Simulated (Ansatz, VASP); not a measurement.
## One calculation of Re, two programs

```
Re
1.0
     2.82172    0.00000    0.00000
    -1.41086    2.39576    0.00000
     0.00000    0.00000    8.93885
Re
4
Direct
  0.66667 0.33333 0.75000
  0.00000 0.00000 0.50000
  0.33333 0.66667 0.25000
  0.00000 0.00000 0.00000
```

Alike in both runs: task single point; functional PBE; k mesh 8 × 8 × 3; occupations fermi-dirac, width 0.05 eV; no spin polarisation.

```csv
,VASP,Ansatz
version,VASP 6.6.1,Ansatz 0.2.0
potentials or method,"VASP PAW PBE potentials, release 64 (Re)",Ansatz PAW
plane-wave cutoff (eV),520,420
valence electrons in the cell,28,60
```

```tsv
	VASP	Ansatz	Ansatz less VASP
gap on the k mesh at the Fermi level (eV)	none	none	-
pressure (GPa)	-4.1	-3.5	+0.60
traceless stress, the component that is largest in VASP (GPa)	-4.43	-4.54	-0.118
rms of the force components (eV/Å)	0.043	0.044	+0.0005
```

Atom by atom the forces differ by 0.001 eV/Å (rms over components). A gap of «none» marks a metal or a gap that the smearing closes. VASP's potentials hold 28 valence electrons a cell and Ansatz's 60, so a difference there can come from the potentials and not from the codes.

Neither program's run includes spin-orbit coupling.
